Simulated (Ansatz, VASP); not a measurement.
Given: the input of a run of Ansatz 0.2.0 on Ag.

Contents of input.yaml:

```yaml
crystal:
  lattice:
    - [0.0, 2.0010495236, 2.0010495236]
    - [2.0010495236, 0.0, 2.0010495236]
    - [2.0010495236, 2.0010495236, 0.0]
  atoms:
    - { symbol: Ag, position: [0.0, 0.0, 0.0] }
hamiltonian:
  xc: blyp
  pseudopotentials: { kind: paw }
  dispersion: d3bj
kpoints:
  mp_grid: { grid: [11, 11, 11] }
scf:
  occupations: { method: fermi_dirac, width: 0.05 }
output:
  forces: true
  stress: true
  eigenvalues: true
```

Potentials or basis: Ansatz PAW.

Launch:

```console
$ ansatz run input.yaml --threads 2 --pin off --max-ram 5120MiB --backend cpu --events-out ev --progress --plain --runs-dir out
```

Q: Translate it to VASP 6.6.1. Potentials there: VASP PAW PBE potentials, release 64 (Ag).

A: As run (the cutoff follows the program's own potentials):

INCAR

```
SYSTEM = Ag
PREC = Accurate
ENCUT = 520
EDIFF = 1E-6
ISMEAR = -1
SIGMA = 0.05
LREAL = .FALSE.
LASPH = .TRUE.
NELM = 100
ALGO = Normal
ISIF = 2
LWAVE = .FALSE.
LCHARG = .FALSE.
GGA = B5
ALDAX = 1.0
AGGAX = 1.0
AGGAC = 1.0
ALDAC = 0.0
IVDW = 12
VDW_S6 = 1.0
VDW_S8 = 2.6996
VDW_A1 = 0.4298
VDW_A2 = 4.2359
NBANDS = 12
```

The input KPOINTS:

```
Automatic mesh
0
G
  11 11 11
  0 0 0
```

POSCAR

```
Ag
1.0
    0.0000000000      2.0010495236      2.0010495236
    2.0010495236      0.0000000000      2.0010495236
    2.0010495236      2.0010495236      0.0000000000
Ag
1
Direct
    0.0000000000      0.0000000000      0.0000000000
```

Potentials or basis: VASP PAW PBE potentials, release 64 (Ag).

Launch:

```console
$ cat potpaw_PBE.64/Ag/POTCAR > POTCAR
$ mpirun -np 1 vasp_std > vasp.out
```

Both were run:

|  | VASP | Ansatz | Ansatz less VASP |
| --- | --- | --- | --- |
| gap on the k mesh at the Fermi level (eV) | none | none | - |
| pressure (GPa) | 6.8 | 6.6 | -0.20 |

VASP's potentials were made for PBE, not for BLYP. A gap of «none» marks a metal or a gap that the smearing closes. VASP's potentials hold 11 valence electrons a cell and Ansatz's 19, so a difference there can come from the potentials and not from the codes.
